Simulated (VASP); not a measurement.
# Be (P6_3/mmc) in VASP: further runs, part 2 of 2

VASP 6.6.1.

### Step 3. Single point, r2SCAN

POSCAR

```
Be
1.0
    2.2645998697      0.0000000000      0.0000000000
   -1.1322999349      1.9612010165      0.0000000000
    0.0000000000      0.0000000000      3.5612588026
Be
2
Direct
    0.3333333333      0.6666666667      0.2500000000
    0.6666666667      0.3333333333      0.7500000000
```

INCAR.step1

```
  PREC = Accurate
  ENCUT = 520
  ISMEAR = -1
  SIGMA = 0.1
  LREAL = False
  LASPH = True
  NELM = 60
  NBANDS = 9
  GGA = PE
  ALGO = Normal
  EDIFF = 1E-4
  LWAVE = True
  LCHARG = False
```

INCAR.step2

```
  PREC = Accurate
  ENCUT = 520
  EDIFF = 1E-6
  ISMEAR = -1
  SIGMA = 0.1
  LREAL = False
  LASPH = True
  NELM = 60
  ALGO = Normal
  ISIF = 2
  LWAVE = False
  LCHARG = False
  METAGGA = R2SCAN
  LMIXTAU = True
  NBANDS = 9
  ISTART = 1
```

KPOINTS

```
Automatic mesh
0
Gamma
  13 13 7
```

Potentials or basis: VASP PAW PBE potentials, release 64 (Be).

The run is started by

```console
$ cat potpaw_PBE.64/Be/POTCAR > POTCAR
$ cp INCAR.step1 INCAR
$ mpirun -np 1 vasp_std > vasp.out
$ cp INCAR.step2 INCAR
$ mpirun -np 1 vasp_std > vasp.out
```

Wall time 30 s (1 thread of Intel Xeon Platinum 8259CL at 2.50GHz (Skylake/Cascade Lake), shared host); peak memory 0.13 GiB.

The run converged. Its results:

| Quantity | Value |
| --- | --- |
| Free energy | -8.6796 eV |
| Pressure | 0.3 GPa |
| Band gap on the k mesh | zero (band 2 reaches 8.32 eV, above the bottom of band 3 at 6.55 eV) |

Stress tensor (GPa, compression positive):
```
 0.84  0.00  0.00
 0.00  0.84  0.00
 0.00  0.00 -0.89
```

Levels at points of the mesh, in eV from the Fermi level:
```csv
k point,band 1,band 2,band 3,band 4,band 5
"(0.00, 0.00, 0.00)",-12.10,-4.60,1.23,17.44,17.44
```

Caveat: the PAW data sets were made with another functional, which shifts forces and pressure a little.

### Step 4. Single point, r2SCAN

POSCAR is that of step 3.

INCAR.step1

```
PREC = Accurate
ENCUT = 520
ISMEAR = -1
SIGMA = 0.1
LREAL = False
LASPH = True
NELM = 100
NBANDS = 9
GGA = PE
ALGO = Normal
EDIFF = 1E-4
LWAVE = True
LCHARG = False
```

INCAR.step2

```
PREC = Accurate
ENCUT = 520
EDIFF = 1E-6
ISMEAR = -1
SIGMA = 0.1
LREAL = False
LASPH = True
NELM = 100
ALGO = Normal
ISIF = 2
LWAVE = False
LCHARG = False
METAGGA = R2SCAN
LMIXTAU = True
NBANDS = 9
ISTART = 1
```

KPOINTS

```
Automatic mesh
0
Gamma
  16 16 9
```

Potentials or basis: VASP PAW PBE potentials, release 64 (Be).

The run is started by

```console
$ cat potpaw_PBE.64/Be/POTCAR > POTCAR
$ cp INCAR.step1 INCAR
$ mpirun -np 1 vasp_std > vasp.out
$ cp INCAR.step2 INCAR
$ mpirun -np 1 vasp_std > vasp.out
```

OUTCAR:

```text
PREC = Accurate
   ENCUT = 520
   EDIFF = 1E-6
   ISMEAR = -1
   LREAL = False
   LASPH = True
   NELM = 100
   ISIF = 2
   METAGGA = R2SCAN
   ISTART = 1

 ion  position               nearest neighbor table
   1  0.333  0.667  0.250-   2 2.21   2 2.21   2 2.21   2 2.21   2 2.21   2 2.21
   2  0.667  0.333  0.750-   1 2.21   1 2.21   1 2.21   1 2.21   1 2.21   1 2.21

  LATTYP: Found a hexagonal cell.
 ALAT       =     2.2645998697
 C/A-ratio  =     1.5725775004

  Lattice vectors:

 A1 = (   2.2645998697,   0.0000000000,   0.0000000000)
 A2 = (  -1.1322999349,   1.9612010165,   0.0000000000)
 A3 = (   0.0000000000,   0.0000000000,   3.5612588026)

Analysis of symmetry for initial positions (statically):
=====================================================================
 Subroutine PRICEL returns:
 Original cell was already a primitive cell.

 Routine SETGRP: Setting up the symmetry group for a
 hexagonal supercell.

[... 163 lines left out ...]
  ---------------------------------------------------
  free energy    TOTEN  =        -8.68770409 eV

  energy without entropy =       -8.68480217  energy(sigma->0) =       -8.68625313

 E-fermi :   7.0780     XC(G=0): -11.2598

 val. band max:        6.7357901567   @ k =   0.3125   0.1875   0.0000
 cond. band min:       7.0891948939   @ k =   0.3125   0.1250   0.0000
 fundamental gap:      0.3534047372
 Fermi energy:         7.0780030647

 k-point     1 :       0.0000    0.0000    0.0000
  band No.  band energies     occupation
      1      -5.1123      2.00000
      2       2.3883      2.00000
      3       8.2094      0.00002
      4      24.4292      0.00000
      5      24.4292      0.00000
      6      27.4690      0.00000
      7      27.4690      0.00000
      8      29.8337      0.00000
      9      35.5731      0.00000
[... 265 lines left out ...]
 k-point    24 :       0.2500    0.1875    0.0000
  band No.  band energies     occupation
      1      -0.6130      2.00000
      2       8.0923      0.00008
      3       8.2287      0.00002
      4      11.2047      0.00000
      5      15.3038      0.00000
      6      19.8679      0.00000
      7      22.9486      0.00000
      8      24.2574      0.00000
      9      25.0126      0.00000

 [... further k-points ...]
[... 5 lines left out ...]
  --------------------------------------------------------------------------------------
  -------------------------------------------------------------------------------------
  Total        0.0164438      0.0164438      0.0254656     -0.0000000      0.0000000     -0.0000000
  in kB        1.6656930      1.6656930      2.5795655     -0.0000000      0.0000000     -0.0000000
  external PRESSURE =       1.9703172 kB  Pullay stress =       0.0000000 kB

 VOLUME and BASIS-vectors are now :
 -----------------------------------------------------------------------------
  energy-cutoff  :      520.00
  volume of cell :       15.82
      direct lattice vectors                 reciprocal lattice vectors
     2.264599870  0.000000000  0.000000000     0.441579112  0.254945819  0.000000000
    -1.132299935  1.961201017  0.000000000     0.000000000  0.509891639  0.000000000
     0.000000000  0.000000000  3.561258803     0.000000000  0.000000000  0.280799587

 POSITION                                       TOTAL-FORCE (eV/Angst)
 -----------------------------------------------------------------------------------
     -0.00000      1.30747      0.89031        -0.000000      0.000000      0.000000
      1.13230      0.65373      2.67094         0.000000     -0.000000      0.000000
 -----------------------------------------------------------------------------------
    total drift:                                0.000000     -0.000000      0.000000

  FREE ENERGIE OF THE ION-ELECTRON SYSTEM (eV)
  ---------------------------------------------------
  free  energy   TOTEN  =        -8.6877040904 eV

  energy  without entropy=       -8.6848021741  energy(sigma->0) =       -8.68625313
```

OUTCAR.step1:

```text
PREC = Accurate
   ENCUT = 520
   ISMEAR = -1
   LREAL = False
   LASPH = True
[... 512 lines left out ...]
     -0.00000      1.30747      0.89031         0.000000      0.000000      0.000000
      1.13230      0.65373      2.67094        -0.000000     -0.000000      0.000000
 -----------------------------------------------------------------------------------
    total drift:                                0.000000     -0.000000      0.000000

  FREE ENERGIE OF THE ION-ELECTRON SYSTEM (eV)
  ---------------------------------------------------
  free  energy   TOTEN  =        -7.5400788896 eV

  energy  without entropy=       -7.5369562461  energy(sigma->0) =       -7.53851757
```

Run time: 51 s. Hardware: 1 thread of Intel Xeon Platinum 8259CL at 2.50GHz (Skylake/Cascade Lake), shared host; peak memory 0.14 GiB.

What came out:

- Free energy: -8.6877 eV
- Pressure: 0.2 GPa
- Band gap on the k mesh: zero (band 2 reaches 8.09 eV, above the bottom of band 3 at 6.39 eV)

Stress tensor (GPa, compression positive):
```
0.17 0.00 0.00
0.00 0.17 0.00
0.00 0.00 0.26
```

Caveat: the PAW data sets were made with another functional, which shifts forces and pressure a little.

### Step 5. Single point, r2SCAN

POSCAR is that of step 4.

INCAR.step1

```
SYSTEM = Be
ALGO = Normal
EDIFF = 1E-4
ENCUT = 520
GGA = PE
ISMEAR = -1
LASPH = .TRUE.
LCHARG = .FALSE.
LREAL = .FALSE.
LWAVE = .TRUE.
NBANDS = 9
NELM = 60
PREC = Accurate
SIGMA = 0.1
```

INCAR.step2

```
SYSTEM = Be
ALGO = Normal
EDIFF = 1E-6
ENCUT = 520
ISIF = 2
ISMEAR = -1
ISTART = 1
LASPH = .TRUE.
LCHARG = .FALSE.
LMIXTAU = .TRUE.
LREAL = .FALSE.
LWAVE = .FALSE.
METAGGA = R2SCAN
NBANDS = 9
NELM = 60
PREC = Accurate
SIGMA = 0.1
```

KPOINTS

```
k-points
0
G
  16 16 9
  0 0 0
```

The run is started by

```console
$ cat potpaw_PBE.64/Be/POTCAR > POTCAR
$ cp INCAR.step1 INCAR
$ mpirun -np 1 vasp_std > vasp.out
$ cp INCAR.step2 INCAR
$ mpirun -np 1 vasp_std > vasp.out
```

Wall time 50 s (1 thread of Intel Xeon Platinum 8259CL at 2.50GHz (Skylake/Cascade Lake), shared host); peak memory 0.14 GiB.

Results (log left out):

| Item | Value |
| --- | --- |
| Free energy | -8.6877 eV |
| Pressure | 0.2 GPa |
| Band gap on the k mesh | zero (band 2 reaches 8.09 eV, above the bottom of band 3 at 6.39 eV) |

Stress tensor (GPa, compression positive):
```
0.17 0.00 0.00
0.00 0.17 0.00
0.00 0.00 0.26
```

Levels at points of the mesh, in eV from the Fermi level:
```tsv
k point	band 1	band 2	band 3	band 4	band 5	band 6	band 7
(0.00, 0.00, 0.00)	-12.19	-4.69	1.13	17.35	17.35	20.39	20.39
(0.50, 0.00, 0.00)	-5.36	-3.33	3.98	6.83	7.27	10.23	10.66
```

Caveat: the PAW data sets were made with another functional, which shifts forces and pressure a little.

### Step 6. Single point, r2SCAN

POSCAR is that of step 5.

INCAR.step1

```
SYSTEM = Be
PREC = Accurate
ENCUT = 520
ISMEAR = -1
SIGMA = 0.01
LREAL = .FALSE.
LASPH = .TRUE.
NELM = 60
NBANDS = 9
GGA = PE
ALGO = Normal
EDIFF = 1E-4
LWAVE = .TRUE.
LCHARG = .FALSE.
```

INCAR.step2

```
SYSTEM = Be
PREC = Accurate
ENCUT = 520
EDIFF = 1E-6
ISMEAR = -1
SIGMA = 0.01
LREAL = .FALSE.
LASPH = .TRUE.
NELM = 60
ALGO = Normal
ISIF = 2
LWAVE = .FALSE.
LCHARG = .TRUE.
METAGGA = R2SCAN
LMIXTAU = .TRUE.
LELF = .TRUE.
LVHAR = .TRUE.
NBANDS = 9
ISTART = 1
```

KPOINTS

```
regular mesh
0
G
  16 16 9
  0 0 0
```

Potentials or basis: VASP PAW PBE potentials, release 64 (Be).

The run is started by

```console
$ cat potpaw_PBE.64/Be/POTCAR > POTCAR
$ cp INCAR.step1 INCAR
$ mpirun -np 1 vasp_std > vasp.out
$ cp INCAR.step2 INCAR
$ mpirun -np 1 vasp_std > vasp.out
```

Run time: 53 s. Hardware: 1 thread of Intel Xeon Platinum 8259CL at 2.50GHz (Skylake/Cascade Lake), shared host; peak memory 0.13 GiB.

The run converged. Its results:

| Quantity | Value |
| --- | --- |
| Free energy | -8.6860 eV |
| Pressure | 0.2 GPa |
| Band gap on the k mesh | zero (band 2 reaches 8.09 eV, above the bottom of band 3 at 6.39 eV) |

Stress tensor (GPa, compression positive):
```
 0.32  0.00  0.00
 0.00  0.32  0.00
 0.00  0.00 -0.02
```

Levels at points of the mesh, in eV from the Fermi level:
| k point | band 1 | band 2 | band 3 | band 4 | band 5 | band 6 | band 7 |
| --- | --- | --- | --- | --- | --- | --- | --- |
| (0.00, 0.00, 0.00) | -12.23 | -4.73 | 1.09 | 17.31 | 17.31 | 20.35 | 20.35 |
| (0.50, 0.00, 0.00) | -5.40 | -3.37 | 3.94 | 6.79 | 7.23 | 10.19 | 10.61 |

Caveat: the PAW data sets were made with another functional, which shifts forces and pressure a little.

### Step 7. Overview

```tsv
k mesh	smearing	gap on the mesh (eV)	pressure (GPa)
10 × 10 × 6	fermi-dirac 0.1 eV	none	0.4
13 × 13 × 7	fermi-dirac 0.1 eV	none	0.3
16 × 16 × 9	fermi-dirac 0.1 eV	none	0.2
16 × 16 × 9	fermi-dirac 0.01 eV	none	0.2
```

Alike in all rows: task single point; level r2SCAN; potentials or basis VASP PAW PBE potentials, release 64 (Be); no spin polarisation; cell as given; cutoff (eV) 520.

Every run on the cell as given and a fine mesh finds a metal.

Caveats: the PAW data sets were made with another functional, which shifts forces and pressure a little.

Absolute energies hang on the potentials; compare differences alone.
